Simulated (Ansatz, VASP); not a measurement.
# Two plane-wave programs on H

INCAR

```
  ALGO = Normal
  EDIFF = 1E-6
  ENCUT = 520
  GGA = CA
  ISIF = 2
  ISMEAR = 0
  LASPH = T
  LCHARG = T
  LELF = T
  LREAL = F
  LVHAR = T
  LWAVE = F
  NBANDS = 6
  NELM = 60
  PREC = Accurate
  SIGMA = 0.05
```

The input KPOINTS:

```
k-points
0
Gamma
  14 14 34
```

POSCAR

```
H
1.0
    2.8080606391      0.0000000000      0.0000000000
    0.0000000000      2.8080606391      0.0000000000
    0.0000000000      0.0000000000      0.9508722289
H
1
Direct
    0.0000000000      0.0000000000      0.5000000000
```

Input for Ansatz:

```yaml
crystal:
  lattice:
    - [2.8080606391, 0.0, 0.0]
    - [0.0, 2.8080606391, 0.0]
    - [0.0, 0.0, 0.9508722289]
  atoms:
    - { symbol: H, position: [0.0, 0.0, 0.5] }
basis:
  ecutwfc: 420
kpoints:
  mp_grid: { grid: [14, 14, 34] }
hamiltonian:
  xc: lda
scf:
  occupations: { method: gaussian, width: 0.05 }
output:
  forces: true
  stress: true
  eigenvalues: true
```

Alike in both runs: task single point; functional LDA; k mesh 14 × 14 × 34; occupations gaussian, width 0.05 eV; no spin polarisation.

|  | VASP | Ansatz |
| --- | --- | --- |
| version | VASP 6.6.1 | Ansatz 0.2.0 |
| potentials or method | VASP PAW LDA potentials, release 64 (H), cutoff 520 eV | scalar-relativistic, plane waves, PAW |
| valence electrons in the cell | 1 | 1 |

|  | VASP | Ansatz | Ansatz less VASP |
| --- | --- | --- | --- |
| pressure (GPa) | 4.2 | 4.3 | +0.13 |
| traceless stress, the component that is largest in VASP (GPa) | 9.92 | 9.63 | -0.294 |

LDA's correlation is that of Perdew and Zunger in VASP and of Perdew and Wang (1992) in Ansatz.
